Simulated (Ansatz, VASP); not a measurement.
# Rb in VASP and in Ansatz

```
CELL_PARAMETERS angstrom
-2.68596 2.68596 2.68596
2.68596 -2.68596 2.68596
2.68596 2.68596 -2.68596
ATOMIC_POSITIONS crystal
Rb 0.00000 0.00000 0.00000
```

Alike in both runs: task single point; functional LDA; k mesh 5 × 5 × 5; occupations fermi-dirac, width 0.1 eV; no spin polarisation.

|  | VASP | Ansatz |
| --- | --- | --- |
| version | VASP 6.6.1 | Ansatz 0.2.0 |
| potentials or method | VASP PAW LDA potentials, release 64 (Rb_sv), cutoff 520 eV | plane waves (420 eV) with PAW, scalar-relativistic |
| valence electrons in the cell | 9 | 9 |

```csv
,VASP,Ansatz,Ansatz less VASP
pressure (GPa),0.0,0.0,0.00
```

Ansatz warns that its potentials were made for another functional, while VASP's fit it. LDA's correlation is that of Perdew and Zunger in VASP and of Perdew and Wang (1992) in Ansatz.
